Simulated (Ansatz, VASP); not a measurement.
**MgS5: VASP beside Ansatz**

```
Mg S
1.0
     4.70362    0.00000    0.00000
    -2.35181    4.07345    0.00000
     0.00000    0.00000    9.21816
Mg S
1 5
Direct
  0.00000 0.00000 0.50000
  0.50000 0.00000 0.00000
  0.00000 0.50000 0.00000
  0.50000 0.50000 0.00000
  0.00000 0.00000 0.74804
  0.00000 0.00000 0.25196
```

Alike in both runs: functional PBE; k mesh 12 × 12 × 4; occupations gaussian, width 0.1 eV; no spin polarisation.

Ansatz relaxed the structure, and its values are those at the end. VASP's run is a single point on that final structure, the one shown.

|  | VASP | Ansatz |
| --- | --- | --- |
| version | VASP 6.6.1 | Ansatz 0.2.0 |
| potentials or method | VASP PAW PBE potentials, release 64 (Mg, S), cutoff 520 eV | scalar-relativistic, plane waves, PAW |
| valence electrons in the cell | 32 | 40 |

|  | VASP | Ansatz | Ansatz less VASP |
| --- | --- | --- | --- |
| gap on the k mesh at the Fermi level (eV) | none | none | - |
| pressure (GPa) | -0.1 | 0.0 | +0.09 |
| rms of the force components (eV/Å) | 0.003 | 0.001 | -0.0017 |

A gap of «none» marks a metal or a gap that the smearing closes. VASP's potentials hold 32 valence electrons a cell and Ansatz's 40, so a difference there can come from the potentials and not from the codes.
